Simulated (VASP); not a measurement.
The system is Au.

```
Au
1.0
     0.00000    1.99346    1.99346
     1.99346    0.00000    1.99346
     1.99346    1.99346    0.00000
Au
1
Direct
  0.00000 0.00000 0.00000
```

This cell differs from its parent crystal: volume scaled by 0.94.

Program: VASP 6.6.1. Alike in all runs: task single point; no spin polarisation; cell as given; k mesh 11 × 11 × 11; cutoff (eV) 520; smearing fermi-dirac 0.05 eV.

Question: Order these runs on this cell by their pressure, lowest first.
A. level PBEsol; potentials or basis VASP PAW PBE potentials, release 64 (Au)
B. level RPBE; potentials or basis VASP PAW PBE potentials, release 64 (Au)
C. level LDA; potentials or basis VASP PAW LDA potentials, release 64 (Au)
D. level r2SCAN; potentials or basis VASP PAW PBE potentials, release 64 (Au)

Answer: C (10.6 GPa), A (15.0 GPa), D (21.7 GPa), B (29.4 GPa).

Caveats: the PAW data sets were made with another functional, which shifts forces and pressure a little (some runs).
